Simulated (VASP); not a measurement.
# K2S (Fm-3m) in VASP: a series of runs

The runs below take K2S through single point, with LDA.

Everything below comes from runs of VASP 6.6.1. Logs are shortened: lines on timing, memory, paths and dates and some standing lists are left out, and cuts for length are marked.

## Step 1: The cell of the first run

The structure is cubic, space group Fm-3m (No. 225). The conventional cell has a = 7.064 Å, b = 7.064 Å, c = 7.064 Å, α = 90.00°, β = 90.00°, γ = 90.00°. S (site symmetry m-3m) has 8 K at 3.06 Å within 4.0 Å. K (site symmetry -43m) has 4 S at 3.06 Å and 6 K at 3.53 Å within 4.0 Å.

## Step 2: Single point, LDA

INCAR

```
PREC     = Accurate       # precision mode
ENCUT    = 500            # plane-wave cutoff, eV
EDIFF    = 1E-6           # SCF threshold, eV
ISMEAR   = 0              # smearing method
SIGMA    = 0.05           # smearing width, eV
LREAL    = False          # projectors in reciprocal space
LASPH    = True           # aspherical terms in the spheres
NELM     = 120            # most SCF steps
ALGO     = Normal         # electronic algorithm
ISIF     = 2              # what is computed and relaxed
LWAVE    = False          # write WAVECAR
LCHARG   = False          # write CHGCAR
NBANDS   = 19             # bands
GGA_COMPAT= False
```

KPOINTS

```
Automatic mesh
0
Gamma
  4 4 4
```

POSCAR

```
K2S
1.0
    0.0000000000      3.5322289469      3.5322289469
    3.5322289469      0.0000000000      3.5322289469
    3.5322289469      3.5322289469      0.0000000000
S K
1 2
Direct
    0.0000000000      0.0000000000      0.0000000000
    0.2500000000      0.2500000000      0.2500000000
    0.7500000000      0.7500000000      0.7500000000
```

Potentials or basis: VASP PAW LDA potentials, release 64 (S, K_sv).

The run is started by

```
> cat potpaw_LDA.64/S/POTCAR potpaw_LDA.64/K_sv/POTCAR > POTCAR
> mpirun -np 1 vasp_std > vasp.out
```

OUTCAR:

```text
PREC = Accurate
   ENCUT = 500
   EDIFF = 1E-6
   ISMEAR = 0
   LREAL = False
   LASPH = True
   NELM = 120
   ISIF = 2

 ion  position               nearest neighbor table
   1  0.000  0.000  0.000-   3 3.06   3 3.06   3 3.06   2 3.06   3 3.06   2 3.06   2 3.06   2 3.06

   2  0.250  0.250  0.250-   1 3.06   1 3.06   1 3.06   1 3.06   3 3.53   3 3.53   3 3.53   3 3.53
                             3 3.53   3 3.53
   3  0.750  0.750  0.750-   1 3.06   1 3.06   1 3.06   1 3.06   2 3.53   2 3.53   2 3.53   2 3.53
                             2 3.53   2 3.53

  LATTYP: Found a face centered cubic cell.
 ALAT       =     7.0644578938

  Lattice vectors:

 A1 = (   0.0000000000,   3.5322289469,   3.5322289469)
 A2 = (   3.5322289469,   0.0000000000,   3.5322289469)
 A3 = (   3.5322289469,   3.5322289469,   0.0000000000)

Analysis of symmetry for initial positions (statically):
=====================================================================
 Subroutine PRICEL returns:
 Original cell was already a primitive cell.

 Routine SETGRP: Setting up the symmetry group for a
 face centered cubic supercell.

 Subroutine GETGRP returns: Found 48 space group operations
 (whereof 48 operations were pure point group operations)
 out of a pool of 48 trial point group operations.

The static configuration has the point symmetry O_h .

Analysis of symmetry for dynamics (positions and initial velocities):
=====================================================================
 Subroutine PRICEL returns:
 Original cell was already a primitive cell.

 Routine SETGRP: Setting up the symmetry group for a
 face centered cubic supercell.

 Subroutine GETGRP returns: Found 48 space group operations
 (whereof 48 operations were pure point group operations)
 out of a pool of 48 trial point group operations.

The dynamic configuration has the point symmetry O_h .

 Subroutine INISYM returns: Found 48 space group operations
 (whereof 48 operations are pure point group operations),
 and found     1 'primitive' translations

----------------------------------------------------------------------------------------

                                     Primitive cell

  volume of cell :      88.1407

  direct lattice vectors                    reciprocal lattice vectors
     0.000000000  3.532228947  3.532228947    -0.141553678  0.141553678  0.141553678
     3.532228947  0.000000000  3.532228947     0.141553678 -0.141553678  0.141553678
     3.532228947  3.532228947  0.000000000     0.141553678  0.141553678 -0.141553678

  length of vectors
     4.995326082  4.995326082  4.995326082     0.245178163  0.245178163  0.245178163

  position of ions in fractional coordinates (direct lattice)
     0.000000000  0.000000000  0.000000000
     0.250000000  0.250000000  0.250000000
     0.750000000  0.750000000  0.750000000

  ion indices of the primitive-cell ions
   primitive index   ion index
                 1           1
                 2           2
                 3           3

----------------------------------------------------------------------------------------

 KPOINTS: Automatic mesh

Automatic generation of k-mesh.
 Grid dimensions read from file:
 generate k-points for:    4    4    4

 Generating k-lattice:

  Cartesian coordinates                     Fractional coordinates (reciprocal lattice)
    -0.035388420  0.035388420  0.035388420     0.250000000  0.000000000  0.000000000
     0.035388420 -0.035388420  0.035388420     0.000000000  0.250000000  0.000000000
     0.035388420  0.035388420 -0.035388420     0.000000000  0.000000000  0.250000000

  Length of vectors
     0.061294541  0.061294541  0.061294541

  Shift w.r.t. Gamma in fractional coordinates (k-lattice)
     0.000000000  0.000000000  0.000000000

 Subroutine IBZKPT returns following result:
 ===========================================

 Found      8 irreducible k-points:

 Following reciprocal coordinates:
            Coordinates               Weight
  0.000000  0.000000  0.000000      1.000000
  0.250000  0.000000  0.000000      8.000000
  0.500000  0.000000  0.000000      4.000000
  0.250000  0.250000  0.000000      6.000000
  0.500000  0.250000  0.000000     24.000000
 -0.250000  0.250000  0.000000     12.000000
  0.500000  0.500000  0.000000      3.000000
 -0.250000  0.500000  0.250000      6.000000
   k-points           NKPTS =      8   k-points in BZ     NKDIM =      8   number of bands    NBANDS=     19
   number of dos      NEDOS =    301   number of ions     NIONS =      3
   total plane-waves  NPLWV =  46656
   dimension x,y,z NGX =    36 NGY =   36 NGZ =   36
   dimension x,y,z NGXF=    72 NGYF=   72 NGZF=   72
   ions per type =               1   2
   NGX,Y,Z   is equivalent  to a cutoff of  11.98, 11.98, 11.98 a.u.
   NGXF,Y,Z  is equivalent  to a cutoff of  23.96, 23.96, 23.96 a.u.
 SYSTEM =  unknown system
   PREC   = accura    normal or accurate (medium, high low for compatibility)
   ISTART =      0    job   : 0-new  1-cont  2-samecut
   ICHARG =      2    charge: 1-file 2-atom 10-const
   ISPIN  =      1    spin polarized calculation?
   LNONCOLLINEAR =      F non collinear calculations
   LSORBIT =      F    spin-orbit coupling
   LASPH  =      T    aspherical Exc in radial PAW
   ENCUT  =  500.0 eV  36.75 Ry    6.06 a.u.   9.11  9.11  9.11*2*pi/ulx,y,z
   NELM   =    120;   NELMIN=  2; NELMDL= -5     # of ELM steps
   EDIFF  = 0.1E-05   stopping-criterion for ELM
   LREAL  =      F    real-space projection
   EDIFFG = 0.1E-04   stopping-criterion for IOM
   NSW    =      0    number of steps for IOM
   IBRION =     -1    ionic relax: 0-MD 1-quasi-New 2-CG
   NFREE  =      0    steps in history (QN), initial steepest desc. (CG)
   ISIF   =      2    stress and relaxation
   ISYM   =      2    0-nonsym 1-usesym 2-fastsym
   POTIM  = 0.5000    time-step for ionic-motion
   TEBEG  =    0.0;   TEEND  =   0.0 temperature during run
   PSTRESS=    0.0 pullay stress
   NELECT =      24.0000    total number of electrons
   NUPDOWN=      -1.0000    fix difference up-down
   EMIN   =  10.00;   EMAX   =-10.00  energy-range for DOS
   EFERMI =   0.00;   METHOD = LEGACY
   ISMEAR =     0;   SIGMA  =   0.05  broadening in eV -4-tet -1-fermi 0-gaus
   EFERMI_NEDOS =   21; number of points for ismear=-14 and -15
   IALGO  =     38    algorithm
   IMIX   =      4    mixing-type and parameters
     AMIX     =   0.40;   BMIX     =  1.00
     AMIX_MAG =   1.60;   BMIX_MAG =  1.00
  volume/ion in A,a.u.               =      29.38       198.27
  Fermi-wavevector in a.u.,A,eV,Ry     =   1.061092  2.005173 15.319022  1.125916
  Thomas-Fermi vector in A             =   2.196496
   LORBIT       =      0    0 simple, 1 ext, 2 COOP (PROOUT), +10 PAW based schemes
   GGA     = CA    functional components
   LHFCALC =     F    Hartree Fock is set to
   AEXX    =    0.0000 exact exchange contribution
   IVDW    =     0    specifies the selected vdW correction
   LEPSILON=     F    determine dielectric tensor
   LRPA    =     F    only Hartree local field effects (RPA)
 non-spin polarized calculation
 Gauss-broadening in eV      SIGMA  =   0.05
  energy-cutoff  :      500.00
  volume of cell :       88.14
 maximum number of plane-waves:      2252
   NGX = 19   NGY = 19   NGZ = 19

 number of electron      24.0000000 magnetization

 Free energy of the ion-electron system (eV)
  ---------------------------------------------------
  ext. energy  EPLUGINS =         0.00000000
  ---------------------------------------------------
  free energy    TOTEN  =       -10.38235160 eV

  energy without entropy =      -10.38235160  energy(sigma->0) =      -10.38235160

 E-fermi :   0.1412     XC(G=0):  -8.3628

 val. band max:       -0.0775862282   @ k =   0.5000   0.5000   0.0000
 cond. band min:       2.3641612181   @ k =   0.0000   0.0000   0.0000
 fundamental gap:      2.4417474463
 Fermi energy:         0.1412489623

 k-point     1 :       0.0000    0.0000    0.0000
  band No.  band energies     occupation
      1     -28.6878      2.00000
      2     -28.5340      2.00000
      3     -12.5776      2.00000
      4     -12.5776      2.00000
      5     -12.5776      2.00000
      6     -12.2092      2.00000
[... 11 lines left out ...]
     18       7.6758      0.00000
     19       8.8215      0.00000

 k-point     2 :       0.2500    0.0000    0.0000
  band No.  band energies     occupation
      1     -28.6641      2.00000
      2     -28.5554      2.00000
      3     -12.5766      2.00000
      4     -12.5323      2.00000
      5     -12.5323      2.00000
      6     -12.3696      2.00000
[... 11 lines left out ...]
     18       7.7899      0.00000
     19       7.8332      0.00000

 k-point     3 :       0.5000    0.0000    0.0000
  band No.  band energies     occupation
      1     -28.6088      2.00000
      2     -28.6085      2.00000
      3     -12.6321      2.00000
      4     -12.4482      2.00000
      5     -12.4204      2.00000
      6     -12.4204      2.00000
[... 11 lines left out ...]
     18       7.6102      0.00000
     19       7.8381      0.00000

 k-point     4 :       0.2500    0.2500    0.0000
  band No.  band energies     occupation
      1     -28.6605      2.00000
      2     -28.5581      2.00000
      3     -12.6330      2.00000
      4     -12.6330      2.00000
      5     -12.6199      2.00000
      6     -12.3428      2.00000
[... 11 lines left out ...]
     18       7.4716      0.00000
     19       7.8465      0.00000

 k-point     5 :       0.5000    0.2500    0.0000
  band No.  band energies     occupation
      1     -28.6260      2.00000
      2     -28.5900      2.00000
      3     -12.8366      2.00000
      4     -12.6274      2.00000
      5     -12.6047      2.00000
      6     -12.2459      2.00000
[... 11 lines left out ...]
     18       7.6316      0.00000
     19       8.3415      0.00000

 k-point     6 :      -0.2500    0.2500    0.0000
  band No.  band energies     occupation
      1     -28.6341      2.00000
      2     -28.5829      2.00000
      3     -12.7704      2.00000
      4     -12.5538      2.00000
      5     -12.4531      2.00000
      6     -12.4021      2.00000
[... 11 lines left out ...]
     18       7.2848      0.00000
     19       8.1199      0.00000

 k-point     7 :       0.5000    0.5000    0.0000
  band No.  band energies     occupation
      1     -28.6328      2.00000
      2     -28.5820      2.00000
      3     -12.9655      2.00000
      4     -12.6868      2.00000
      5     -12.6868      2.00000
      6     -12.1469      2.00000
[... 11 lines left out ...]
     18       7.7324      0.00000
     19       8.1432      0.00000

 k-point     8 :      -0.2500    0.5000    0.2500
  band No.  band energies     occupation
      1     -28.6075      2.00000
      2     -28.6075      2.00000
      3     -12.9243      2.00000
      4     -12.7338      2.00000
      5     -12.4253      2.00000
      6     -12.4253      2.00000
[... 11 lines left out ...]
     18       7.3750      0.00000
     19       8.5008      0.00000

------------------------ aborting loop because EDIFF is reached ----------------------------------------

  FORCE on cell =-STRESS in cart. coord.  units (eV):
  Direction    XX          YY          ZZ          XY          YZ          ZX
  --------------------------------------------------------------------------------------
  -------------------------------------------------------------------------------------
  Total        0.8332745      0.8332745      0.8332745     -0.0000000     -0.0000000      0.0000000
  in kB       15.1468430     15.1468430     15.1468430     -0.0000000     -0.0000000      0.0000000
  external PRESSURE =      15.1468430 kB  Pullay stress =       0.0000000 kB

 VOLUME and BASIS-vectors are now :
 -----------------------------------------------------------------------------
  energy-cutoff  :      500.00
  volume of cell :       88.14
      direct lattice vectors                 reciprocal lattice vectors
     0.000000000  3.532228947  3.532228947    -0.141553678  0.141553678  0.141553678
     3.532228947  0.000000000  3.532228947     0.141553678 -0.141553678  0.141553678
     3.532228947  3.532228947  0.000000000     0.141553678  0.141553678 -0.141553678

 POSITION                                       TOTAL-FORCE (eV/Angst)
 -----------------------------------------------------------------------------------
      0.00000      0.00000      0.00000         0.000000     -0.000000     -0.000000
      1.76611      1.76611      1.76611        -0.000000      0.000000     -0.000000
      5.29834      5.29834      5.29834        -0.000000     -0.000000      0.000000
 -----------------------------------------------------------------------------------
    total drift:                                0.000000      0.000000      0.000000

  FREE ENERGIE OF THE ION-ELECTRON SYSTEM (eV)
  ---------------------------------------------------
  free  energy   TOTEN  =       -10.3823516014 eV

  energy  without entropy=      -10.3823516014  energy(sigma->0) =      -10.38235160
```

Wall time 8.8 s (1 thread of AMD EPYC 9R45 (Zen 5), shared host); peak memory 0.14 GiB.

What came out:

```yaml
Free_energy: -10.3824 eV
Pressure: 1.5 GPa
Band_gap_on_the_k_mesh: 2.44 eV (least direct gap 2.82 eV)
```

A k mesh can miss the band edges.

## Step 3: Single point, LDA (27.02 Å³/atom)

This run uses another cell than the first one, of 27.02 Å³/atom.

INCAR

```
SYSTEM = K2S
PREC = Accurate
ENCUT = 500
EDIFF = 1E-6
ISMEAR = 0
SIGMA = 0.02
LREAL = .FALSE.
LASPH = .TRUE.
NELM = 120
ALGO = Normal
ISIF = 2
LWAVE = .FALSE.
LCHARG = .TRUE.
LELF = .TRUE.
LVHAR = .TRUE.
NBANDS = 19
GGA_COMPAT = .FALSE.
```

KPOINTS

```
Automatic mesh
0
G
  8 8 8
  0 0 0
```

POSCAR

```
K2S
1.0
    0.0000000000      3.4350000000      3.4350000000
    3.4350000000      0.0000000000      3.4350000000
    3.4350000000      3.4350000000      0.0000000000
S K
1 2
Direct
    0.0000000000      0.0000000000      0.0000000000
    0.2500000000      0.2500000000      0.2500000000
    0.7500000000      0.7500000000      0.7500000000
```

Potentials or basis: VASP PAW LDA potentials, release 64 (S, K_sv).

The run is started by

```
> cat potpaw_LDA.64/S/POTCAR potpaw_LDA.64/K_sv/POTCAR > POTCAR
> mpirun -np 1 vasp_std > vasp.out
```

OUTCAR:

```text
SYSTEM = K2S
   PREC = Accurate
   ENCUT = 500
   EDIFF = 1E-6
   ISMEAR = 0
   LREAL = .FALSE.
   LASPH = .TRUE.
   NELM = 120
   ISIF = 2

 ion  position               nearest neighbor table
   1  0.000  0.000  0.000-   3 2.97   3 2.97   3 2.97   2 2.97   3 2.97   2 2.97   2 2.97   2 2.97

   2  0.250  0.250  0.250-   1 2.97   1 2.97   1 2.97   1 2.97   3 3.44   3 3.44   3 3.44   3 3.44
                             3 3.44   3 3.44
   3  0.750  0.750  0.750-   1 2.97   1 2.97   1 2.97   1 2.97   2 3.44   2 3.44   2 3.44   2 3.44
                             2 3.44   2 3.44

  LATTYP: Found a face centered cubic cell.
 ALAT       =     6.8700000000

  Lattice vectors:

 A1 = (   0.0000000000,   3.4350000000,   3.4350000000)
 A2 = (   3.4350000000,   0.0000000000,   3.4350000000)
 A3 = (   3.4350000000,   3.4350000000,   0.0000000000)

Analysis of symmetry for initial positions (statically):
=====================================================================
 Subroutine PRICEL returns:
 Original cell was already a primitive cell.

 Routine SETGRP: Setting up the symmetry group for a
 face centered cubic supercell.

 Subroutine GETGRP returns: Found 48 space group operations
 (whereof 48 operations were pure point group operations)
 out of a pool of 48 trial point group operations.

The static configuration has the point symmetry O_h .

[... 158 lines left out ...]
  free energy    TOTEN  =       -10.25210369 eV

  energy without entropy =      -10.25210369  energy(sigma->0) =      -10.25210369

 E-fermi :   0.4503     XC(G=0):  -8.7022

 val. band max:        0.3150161581   @ k =   0.5000   0.5000   0.0000
 cond. band min:       2.9572474444   @ k =   0.0000   0.0000   0.0000
 fundamental gap:      2.6422312863
 Fermi energy:         0.4502740422

 k-point     1 :       0.0000    0.0000    0.0000
  band No.  band energies     occupation
      1     -28.2241      2.00000
      2     -28.0135      2.00000
      3     -12.1480      2.00000
      4     -12.1480      2.00000
      5     -12.1480      2.00000
      6     -11.6922      2.00000
[... 505 lines left out ...]
      6     -11.9685      2.00000
[... 11 lines left out ...]
     18       7.9207      0.00000
     19       9.0924      0.00000

 [... further k-points ...]
[... 5 lines left out ...]
  --------------------------------------------------------------------------------------
  -------------------------------------------------------------------------------------
  Total        2.2925977      2.2925977      2.2925977     -0.0000000      0.0000000      0.0000000
  in kB       45.3135629     45.3135629     45.3135629     -0.0000000      0.0000000      0.0000000
  external PRESSURE =      45.3135629 kB  Pullay stress =       0.0000000 kB

 VOLUME and BASIS-vectors are now :
 -----------------------------------------------------------------------------
  energy-cutoff  :      500.00
  volume of cell :       81.06
      direct lattice vectors                 reciprocal lattice vectors
     0.000000000  3.435000000  3.435000000    -0.145560408  0.145560408  0.145560408
     3.435000000  0.000000000  3.435000000     0.145560408 -0.145560408  0.145560408
     3.435000000  3.435000000  0.000000000     0.145560408  0.145560408 -0.145560408

 POSITION                                       TOTAL-FORCE (eV/Angst)
 -----------------------------------------------------------------------------------
      0.00000      0.00000      0.00000        -0.000000     -0.000000     -0.000000
      1.71750      1.71750      1.71750        -0.000000     -0.000000     -0.000000
      5.15250      5.15250      5.15250         0.000000      0.000000      0.000000
 -----------------------------------------------------------------------------------
    total drift:                                0.000000      0.000000      0.000000

  FREE ENERGIE OF THE ION-ELECTRON SYSTEM (eV)
  ---------------------------------------------------
  free  energy   TOTEN  =       -10.2521036944 eV

  energy  without entropy=      -10.2521036944  energy(sigma->0) =      -10.25210369
```

OSZICAR:

```text
N       E                     dE             d eps       ncg     rms          rms(c)
DAV:   1     0.167249778879E+03    0.16725E+03   -0.10916E+04  1102   0.109E+03
DAV:   2     0.210376628343E+01   -0.16515E+03   -0.15898E+03  1199   0.336E+02
DAV:   3    -0.113676605490E+02   -0.13471E+02   -0.13421E+02  2017   0.720E+01
DAV:   4    -0.116524945367E+02   -0.28483E+00   -0.28461E+00  1572   0.980E+00
DAV:   5    -0.116624888550E+02   -0.99943E-02   -0.99931E-02  1814   0.140E+00    0.750E+00
DAV:   6    -0.103590306406E+02    0.13035E+01   -0.35313E+00  1275   0.820E+00    0.648E+00
DAV:   7    -0.102646079378E+02    0.94423E-01   -0.99397E-01  1416   0.374E+00    0.488E+00
DAV:   8    -0.102835961013E+02   -0.18988E-01   -0.44109E-01  1231   0.306E+00    0.226E+00
DAV:   9    -0.102505504255E+02    0.33046E-01   -0.17244E-01  1329   0.163E+00    0.387E-01
DAV:  10    -0.102520554881E+02   -0.15051E-02   -0.93662E-03  1416   0.443E-01    0.191E-01
DAV:  11    -0.102521095667E+02   -0.54079E-04   -0.51446E-04  1629   0.944E-02    0.196E-01
DAV:  12    -0.102521020219E+02    0.75449E-05   -0.96567E-05  1280   0.740E-02    0.654E-02
DAV:  13    -0.102521028187E+02   -0.79682E-06   -0.12577E-05  1834   0.183E-02    0.397E-02
DAV:  14    -0.102521041631E+02   -0.13443E-05   -0.59041E-06  1272   0.171E-02    0.139E-02
DAV:  15    -0.102521036944E+02    0.46861E-06   -0.32417E-06  1121   0.120E-02
   1 F= -.10252104E+02 E0= -.10252104E+02  d E =-.184315E-23
```

It took 30 s on 1 thread of AMD EPYC 9R45 (Zen 5), shared host; peak memory 0.16 GiB.

What came out:

```yaml
Free_energy: -10.2521 eV
Pressure: 4.5 GPa
Band_gap_on_the_k_mesh: 2.64 eV (least direct gap 3.15 eV)
```

Caveat: the cell stands under pressure. A k mesh can miss the band edges.
